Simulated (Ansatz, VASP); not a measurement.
One calculation of BaTiO3, two programs

Contents of INCAR:

```
SYSTEM = BaTiO3
  PREC = Accurate
  ENCUT = 520
  EDIFF = 1E-6
  ISMEAR = 0
  SIGMA = 0.05
  LREAL = .FALSE.
  LASPH = .TRUE.
  NELM = 100
  ALGO = Normal
  ISIF = 2
  LWAVE = .FALSE.
  LCHARG = .FALSE.
  GGA = PE
  NBANDS = 28
```

KPOINTS

```
regular mesh
0
G
  8 8 6
  0 0 0
```

The input POSCAR:

```
BaTiO3
1.0
    4.0451339662      0.0000000000      0.0000000000
    0.0000000000      4.0451339662      0.0000000000
    0.0000000000      0.0000000000      4.2018072460
Ba Ti O
1 1 3
Direct
    0.0000000000      0.0000000000      0.9863187693
    0.5000000000      0.5000000000      0.4690806688
    0.5000000000      0.5000000000      0.0378497747
    0.5000000000      0.0000000000      0.5173753936
    0.0000000000      0.5000000000      0.5173753936
```

Input for Ansatz:

```yaml
crystal:
  lattice:
    - [4.0451339662, 0.0, 0.0]
    - [0.0, 4.0451339662, 0.0]
    - [0.0, 0.0, 4.201807246]
  atoms:
    - { symbol: Ba, position: [0.0, 0.0, 0.9863187693] }
    - { symbol: Ti, position: [0.5, 0.5, 0.4690806688] }
    - { symbol: O, position: [0.5, 0.5, 0.0378497747] }
    - { symbol: O, position: [0.5, 0.0, 0.5173753936] }
    - { symbol: O, position: [0.0, 0.5, 0.5173753936] }
basis:
  ecutwfc: 420
kpoints:
  mp_grid: { grid: [8, 8, 6] }
hamiltonian:
  xc: pbe
scf:
  occupations: { method: gaussian, width: 0.05 }
output:
  forces: true
  stress: true
  eigenvalues: true
```

Change from the starting cell: strain +0.015 along x and y, +0.000 along z, atoms carried along.

Alike in both runs: task single point; functional PBE; k mesh 8 × 8 × 6; occupations gaussian, width 0.05 eV; no spin polarisation.

```csv
,VASP,Ansatz
version,VASP 6.6.1,Ansatz 0.2.0
potentials or method,"VASP PAW PBE potentials, release 64 (Ba_sv, Ti_sv, O), cutoff 520 eV","scalar-relativistic, plane waves, PAW"
valence electrons in the cell,40,40
```

```csv
,VASP,Ansatz,Ansatz less VASP
gap on the k mesh at the Fermi level (eV),1.73,1.79,+0.055
least direct gap on the mesh (eV),2.27,2.31,+0.036
pressure (GPa),-2.9,-4.3,-1.42
"traceless stress, the component that is largest in VASP (GPa)",1.68,1.59,-0.089
rms of the force components (eV/Å),0.025,0.041,+0.0159
```

Atom by atom the forces differ by 0.036 eV/Å (rms over components).

Spin-orbit coupling is off throughout.
